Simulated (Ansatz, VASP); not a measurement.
# SnO2: VASP beside Ansatz

The input INCAR:

```
SYSTEM = SnO2
PREC     = Accurate       ! precision mode
ENCUT    = 520            ! plane-wave cutoff, eV
EDIFF    = 1E-6           ! SCF threshold, eV
ISMEAR   = 0              ! smearing method
SIGMA    = 0.05           ! smearing width, eV
LREAL    = .FALSE.        ! projectors in reciprocal space
LASPH    = .TRUE.         ! aspherical terms in the spheres
NELM     = 80             ! most SCF steps
ALGO     = Normal         ! electronic algorithm
ISIF     = 2              ! what is computed and relaxed
LWAVE    = .FALSE.        ! write WAVECAR
LCHARG   = .FALSE.        ! write CHGCAR
GGA      = PS             ! functional
NBANDS   = 64             ! bands
```

Contents of KPOINTS:

```
regular mesh
0
G
  6 6 6
  0 0 0
```

POSCAR

```
SnO2
1.0
    3.0835067331      1.7802634424      4.7866302853
   -3.0835067331      1.7802634424      4.7866302853
    0.0000000000     -3.5605268847      4.7866302853
Sn O
4 8
Direct
    0.8646807174      0.8646807174      0.8646807174
    0.3648245829      0.3648245829      0.8648190111
    0.3648245829      0.8648190111      0.3648245829
    0.8648190111      0.3648245829      0.3648245829
    0.1235003534      0.6233501671      0.6233501671
    0.6233501671      0.1235003534      0.6233501671
    0.6233501671      0.6233501671      0.1235003534
    0.6062113146      0.6062113146      0.6062113146
    0.1234715296      0.1234715296      0.1234715296
    0.1060883083      0.1060883083      0.6062369573
    0.1060883083      0.6062369573      0.1060883083
    0.6062369573      0.1060883083      0.1060883083
```

Input for Ansatz:

```yaml
crystal:
  lattice:
    - [3.0835067331, 1.7802634424, 4.7866302853]
    - [-3.0835067331, 1.7802634424, 4.7866302853]
    - [0.0, -3.5605268847, 4.7866302853]
  atoms:
    - { symbol: Sn, position: [0.8646807174, 0.8646807174, 0.8646807174] }
    - { symbol: Sn, position: [0.3648245829, 0.3648245829, 0.8648190111] }
    - { symbol: Sn, position: [0.3648245829, 0.8648190111, 0.3648245829] }
    - { symbol: Sn, position: [0.8648190111, 0.3648245829, 0.3648245829] }
    - { symbol: O, position: [0.1235003534, 0.6233501671, 0.6233501671] }
    - { symbol: O, position: [0.6233501671, 0.1235003534, 0.6233501671] }
    - { symbol: O, position: [0.6233501671, 0.6233501671, 0.1235003534] }
    - { symbol: O, position: [0.6062113146, 0.6062113146, 0.6062113146] }
    - { symbol: O, position: [0.1234715296, 0.1234715296, 0.1234715296] }
    - { symbol: O, position: [0.1060883083, 0.1060883083, 0.6062369573] }
    - { symbol: O, position: [0.1060883083, 0.6062369573, 0.1060883083] }
    - { symbol: O, position: [0.6062369573, 0.1060883083, 0.1060883083] }
basis:
  ecutwfc: 520.0
kpoints:
  mp_grid: { grid: [6, 6, 6] }
hamiltonian:
  xc: pbesol
  pseudopotentials: { kind: paw, azcp: { folder: soft_1 } }
scf:
  occupations: { method: gaussian, width: 0.05 }
output:
  forces: true
  stress: true
  eigenvalues: true
```

Alike in both runs: task single point; functional PBEsol; k mesh 6 × 6 × 6; occupations gaussian, width 0.05 eV; no spin polarisation.

|  | VASP | Ansatz |
| --- | --- | --- |
| version | VASP 6.6.1 | Ansatz 0.2.0 |
| potentials or method | VASP PAW PBE potentials, release 64 (Sn_d, O), cutoff 520 eV | scalar-relativistic, plane waves, PAW |
| valence electrons in the cell | 104 | 104 |

Ansatz gave:

```
gap on the k mesh at the Fermi level (eV)                     : 2.58
least direct gap on the mesh (eV)                             : 2.58
pressure (GPa)                                                : 8.1
traceless stress, the component that is largest in VASP (GPa) : -10.34
rms of the force components (eV/Å)                            : 0.138
```

Problem. What did VASP give for the same quantities?

Solution. gap on the k mesh at the Fermi level (eV): 2.56; least direct gap on the mesh (eV): 2.56; pressure (GPa): 9.0; traceless stress, the component that is largest in VASP (GPa): -10.78; rms of the force components (eV/Å): 0.101.

VASP's potentials were made for PBE, not for PBEsol, and Ansatz warns of the same on its side. Atom by atom the forces differ by 0.037 eV/Å (rms over components). With one functional, cell and mesh, what is left measures potentials, basis and numerics.
